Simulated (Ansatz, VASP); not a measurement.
**MoS2: VASP beside Ansatz**

```
Mo S
1.0
     3.18427    0.00000    0.00000
    -1.59214    2.75766    0.00000
     0.00000    0.00000   28.41881
Mo S
3 6
Direct
  0.66667 0.33333 0.00000
  0.33333 0.66667 0.78991
  0.33333 0.66667 0.22856
  0.33333 0.66667 0.05464
  0.66667 0.33333 0.82608
  0.66667 0.33333 0.28318
  0.33333 0.66667 0.94536
  0.66667 0.33333 0.71682
  0.66667 0.33333 0.17392
```

Alike in both runs: task single point; functional r2SCAN; k mesh 12 × 12 × 1; occupations gaussian, width 0.05 eV; no spin polarisation.

|  | VASP | Ansatz |
| --- | --- | --- |
| version | VASP 6.6.1 | Ansatz 0.2.0 |
| potentials or method | VASP PAW PBE potentials, release 64 (Mo_sv, S), cutoff 520 eV | scalar-relativistic, plane waves, PAW |
| valence electrons in the cell | 78 | 78 |

```csv
,VASP,Ansatz,Ansatz less VASP
gap on the k mesh at the Fermi level (eV),none,none,-
rms of the force components (eV/Å),2.446,2.441,-0.0046
```

VASP's potentials were made for PBE, not for r2SCAN. Atom by atom the forces differ by 0.005 eV/Å (rms over components). A gap of «none» marks a metal or a gap that the smearing closes. The functional is the same, so the differences come from potentials, cutoffs and numerics.
